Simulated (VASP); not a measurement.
# InP (F-43m) in VASP: notebook, part 2 of 2

VASP 6.6.1.

## 4. Single point, PBE

This run uses another cell than the first one, of 25.17 Å³/atom, 1.020 times its volume.

The input, INCAR:

```
PREC = Accurate ; ENCUT = 520
EDIFF = 1E-6 ; ISMEAR = 0
SIGMA = 0.018000000000000002 ; LREAL = False
LASPH = True ; NELM = 60
ALGO = Normal ; ISIF = 2
LWAVE = False ; LCHARG = False
GGA = PE ; NBANDS = 16
```

The input, KPOINTS:

```
Automatic mesh
0
Gamma
  8 8 8
```

The input, POSCAR:

```
InP
1.0
    0.0000000000      2.9305000000      2.9305000000
    2.9305000000      0.0000000000      2.9305000000
    2.9305000000      2.9305000000      0.0000000000
In P
1 1
Direct
    0.0000000000      0.0000000000      0.0000000000
    0.7500000000      0.7500000000      0.7500000000
```

Command:

```
> cat potpaw_PBE.64/In_d/POTCAR potpaw_PBE.64/P/POTCAR > POTCAR
> mpirun -np 1 vasp_std > vasp.out
```

Wall time 40 s (1 thread of Intel Xeon 8259CL, shared host); peak memory 0.18 GiB.

Results (log left out):

| Property | Result |
| --- | --- |
| Free energy | -8.3808 eV |
| Pressure | 3.3 GPa |
| Band gap on the k mesh | 0.71 eV, direct |

Levels at points of the mesh, in eV from the valence-band top:
```tsv
k point	band 6	band 7	band 8	band 9	band 10	band 11	band 12	band 13
(0.00, 0.00, 0.00)	-11.52	0.00	0.00	0.00	0.71	4.09	4.09	4.09
(0.50, 0.00, 0.00)	-9.79	-5.73	-0.97	-0.97	1.50	4.81	4.81	7.10
(0.50, 0.50, 0.00)	-9.14	-5.75	-2.32	-2.32	1.76	2.27	9.21	9.60
```

Caveat: spin-orbit coupling is left out, which moves the levels of the heavy elements.

## 5. Single point, PBE

This run uses another cell than the first one, of 25.17 Å³/atom, 1.020 times its volume.

The input, INCAR:

```
ALGO = Normal
EDIFF = 1E-6
ENCUT = 520
GGA = PE
ISIF = 2
ISMEAR = 0
LASPH = True
LCHARG = True
LELF = True
LREAL = False
LVHAR = True
LWAVE = False
NBANDS = 16
NELM = 100
PREC = Accurate
SIGMA = 0.019000000000000003
```

The input, KPOINTS:

```
k-points
0
Gamma
  8 8 8
```

POSCAR is that of step 4.

Command:

```
> cat potpaw_PBE.64/In_d/POTCAR potpaw_PBE.64/P/POTCAR > POTCAR
> mpirun -np 1 vasp_std > vasp.out
```

Run time: 33 s. Hardware: 1 thread of Intel Xeon 8259CL, shared host; peak memory 0.18 GiB.

It converged, with:

```
Free energy            : -8.3808 eV
Pressure               : 3.3 GPa
Band gap on the k mesh : 0.71 eV, direct
```

Levels at points of the mesh, in eV from the valence-band top:
| k point | band 6 | band 7 | band 8 | band 9 | band 10 | band 11 | band 12 | band 13 |
| --- | --- | --- | --- | --- | --- | --- | --- | --- |
| (0.00, 0.00, 0.00) | -11.52 | 0.00 | 0.00 | 0.00 | 0.71 | 4.09 | 4.09 | 4.09 |
| (0.50, 0.00, 0.00) | -9.79 | -5.73 | -0.97 | -0.97 | 1.50 | 4.81 | 4.81 | 7.10 |
| (0.50, 0.50, 0.00) | -9.14 | -5.75 | -2.32 | -2.32 | 1.76 | 2.27 | 9.21 | 9.60 |

Caveat: spin-orbit coupling is left out, which moves the levels of the heavy elements.

## 6. Single point, PBE

This run uses another cell than the first one, of 25.17 Å³/atom, 1.020 times its volume.

The input, INCAR:

```
SYSTEM = InP
PREC = Accurate
ENCUT = 520
EDIFF = 1E-6
ISMEAR = 0
SIGMA = 0.02
LREAL = .False.
LASPH = .True.
NELM = 100
ALGO = Normal
ISIF = 2
LWAVE = .False.
LCHARG = .False.
GGA = PE
NBANDS = 16
```

The input, KPOINTS:

```
regular mesh
0
Gamma
  8 8 8
  0 0 0
```

POSCAR is that of step 5.

Potentials or basis: VASP PAW PBE potentials, release 64 (In_d, P).

Command:

```
> cat potpaw_PBE.64/In_d/POTCAR potpaw_PBE.64/P/POTCAR > POTCAR
> mpirun -np 1 vasp_std > vasp.out
```

OUTCAR:

```text
SYSTEM = InP
   PREC = Accurate
   ENCUT = 520
   EDIFF = 1E-6
   ISMEAR = 0
   LREAL = .False.
   LASPH = .True.
   NELM = 100
   ISIF = 2
   GGA = PE

 ion  position               nearest neighbor table
   1  0.000  0.000  0.000-   2 2.54   2 2.54   2 2.54   2 2.54
   2  0.750  0.750  0.750-   1 2.54   1 2.54   1 2.54   1 2.54

  LATTYP: Found a face centered cubic cell.
 ALAT       =     5.8610000000

  Lattice vectors:

 A1 = (   0.0000000000,   2.9305000000,   2.9305000000)
[... 641 lines left out ...]

------------------------ aborting loop because EDIFF is reached ----------------------------------------

  FORCE on cell =-STRESS in cart. coord.  units (eV):
  Direction    XX          YY          ZZ          XY          YZ          ZX
  --------------------------------------------------------------------------------------
  -------------------------------------------------------------------------------------
  Total        1.0287256      1.0287256      1.0287256      0.0000000      0.0000000      0.0000000
  in kB       32.7457504     32.7457504     32.7457504      0.0000000      0.0000000      0.0000000
  external PRESSURE =      32.7457504 kB  Pullay stress =       0.0000000 kB

 VOLUME and BASIS-vectors are now :
 -----------------------------------------------------------------------------
  energy-cutoff  :      520.00
  volume of cell :       50.33
      direct lattice vectors                 reciprocal lattice vectors
     0.000000000  2.930500000  2.930500000    -0.170619348  0.170619348  0.170619348
     2.930500000  0.000000000  2.930500000     0.170619348 -0.170619348  0.170619348
     2.930500000  2.930500000  0.000000000     0.170619348  0.170619348 -0.170619348

 POSITION                                       TOTAL-FORCE (eV/Angst)
 -----------------------------------------------------------------------------------
      0.00000      0.00000      0.00000        -0.000000      0.000000      0.000000
      4.39575      4.39575      4.39575         0.000000     -0.000000     -0.000000
 -----------------------------------------------------------------------------------
    total drift:                                0.000000      0.000000      0.000000

  FREE ENERGIE OF THE ION-ELECTRON SYSTEM (eV)
  ---------------------------------------------------
  free  energy   TOTEN  =        -8.3807867413 eV

  energy  without entropy=       -8.3807867413  energy(sigma->0) =       -8.38078674
```

OSZICAR:

```text
N       E                     dE             d eps       ncg     rms          rms(c)
DAV:   1     0.112995359960E+03    0.11300E+03   -0.85472E+03   928   0.127E+03
DAV:   2    -0.142637708562E+01   -0.11442E+03   -0.10986E+03  1048   0.302E+02
DAV:   3    -0.860444285782E+01   -0.71781E+01   -0.71445E+01  1256   0.741E+01
DAV:   4    -0.879462403018E+01   -0.19018E+00   -0.19012E+00  1168   0.128E+01
DAV:   5    -0.880319384520E+01   -0.85698E-02   -0.85697E-02  1384   0.227E+00    0.571E+00
DAV:   6    -0.840912007923E+01    0.39407E+00   -0.62314E-01  1480   0.129E+01    0.342E+00
DAV:   7    -0.837955599036E+01    0.29564E-01   -0.16088E-01  1352   0.320E+00    0.126E+00
DAV:   8    -0.837994000418E+01   -0.38401E-03   -0.15664E-02  1192   0.147E+00    0.332E-01
DAV:   9    -0.838056189664E+01   -0.62189E-03   -0.13059E-03  1184   0.381E-01    0.159E-01
DAV:  10    -0.838071225157E+01   -0.15035E-03   -0.24609E-04  1352   0.210E-01    0.102E-01
DAV:  11    -0.838078729719E+01   -0.75046E-04   -0.12592E-04  1120   0.987E-02    0.462E-02
DAV:  12    -0.838078674132E+01    0.55587E-06   -0.78308E-06  1080   0.263E-02
   1 F= -.83807867E+01 E0= -.83807867E+01  d E =-.112124E-12
```

It took 30 s on 1 thread of Intel Xeon 8259CL, shared host; peak memory 0.18 GiB.

What came out:

* Free energy: -8.3808 eV
* Pressure: 3.3 GPa
* Band gap on the k mesh: 0.71 eV, direct

Levels at points of the mesh, in eV from the valence-band top:
| k point | band 7 | band 8 | band 9 | band 10 | band 11 | band 12 |
| --- | --- | --- | --- | --- | --- | --- |
| (0.00, 0.00, 0.00) | 0.00 | 0.00 | 0.00 | 0.71 | 4.09 | 4.09 |
| (0.50, 0.00, 0.00) | -5.73 | -0.97 | -0.97 | 1.50 | 4.81 | 4.81 |
| (0.50, 0.50, 0.00) | -5.75 | -2.32 | -2.32 | 1.76 | 2.27 | 9.21 |

Caveat: spin-orbit coupling is left out, which moves the levels of the heavy elements. PBE gaps usually lie below the measured ones, often by a third to a half.

## 7. The runs side by side

```tsv
level	potentials or basis	cell	smearing	gap on the mesh (eV)	pressure (GPa)
LDA	VASP PAW LDA potentials, release 64 (In_d, P)	a = 4.117 Å, angles 60.0°, 2 atoms	fermi-dirac 0.05 eV	0.62	0.2
PBE	VASP PAW PBE potentials, release 64 (In_d, P)	a = 4.144 Å, angles 60.0°, 2 atoms	gaussian 0.015 eV	0.71	3.3
PBE	VASP PAW PBE potentials, release 64 (In_d, P)	a = 4.144 Å, angles 60.0°, 2 atoms	gaussian 0.018 eV	0.71	3.3
PBE	VASP PAW PBE potentials, release 64 (In_d, P)	a = 4.144 Å, angles 60.0°, 2 atoms	gaussian 0.019 eV	0.71	3.3
PBE	VASP PAW PBE potentials, release 64 (In_d, P)	a = 4.144 Å, angles 60.0°, 2 atoms	gaussian 0.02 eV	0.71	3.3
```

Alike in all rows: task single point; no spin polarisation; k mesh 8 × 8 × 8; cutoff (eV) 520.

Caveats: spin-orbit coupling is left out, which moves the levels of the heavy elements.

Absolute energies hang on the potentials; compare differences alone.
